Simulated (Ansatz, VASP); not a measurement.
# Ga2GeO3: VASP beside Ansatz

```
Ga Ge O
1.0
     3.11117    0.00000    0.00000
     0.00000    3.11117    0.00000
     0.00000    0.00000   11.16967
Ga Ge O
2 1 3
Direct
  0.00000 0.00000 0.39290
  0.00000 0.00000 0.60710
  0.50000 0.50000 0.00000
  0.00000 0.00000 0.00000
  0.00000 0.00000 0.75720
  0.00000 0.00000 0.24280
```

Alike in both runs: functional PBE; k mesh 12 × 12 × 4; occupations gaussian, width 0.1 eV; no spin polarisation.

Ansatz relaxed the structure, and its values are those at the end. VASP's run is a single point on that final structure, the one shown.

```csv
,VASP,Ansatz
version,VASP 6.6.1,Ansatz 0.2.0
potentials or method,"VASP PAW PBE potentials, release 64 (Ga_d, Ge_d, O), cutoff 520 eV","scalar-relativistic, plane waves, PAW"
valence electrons in the cell,58,58
```

|  | VASP | Ansatz | Ansatz less VASP |
| --- | --- | --- | --- |
| gap on the k mesh at the Fermi level (eV) | none | none | - |
| pressure (GPa) | 0.0 | 0.0 | +0.02 |
| rms of the force components (eV/Å) | 0.011 | 0.000 | -0.0106 |

A gap of «none» marks a metal or a gap that the smearing closes.
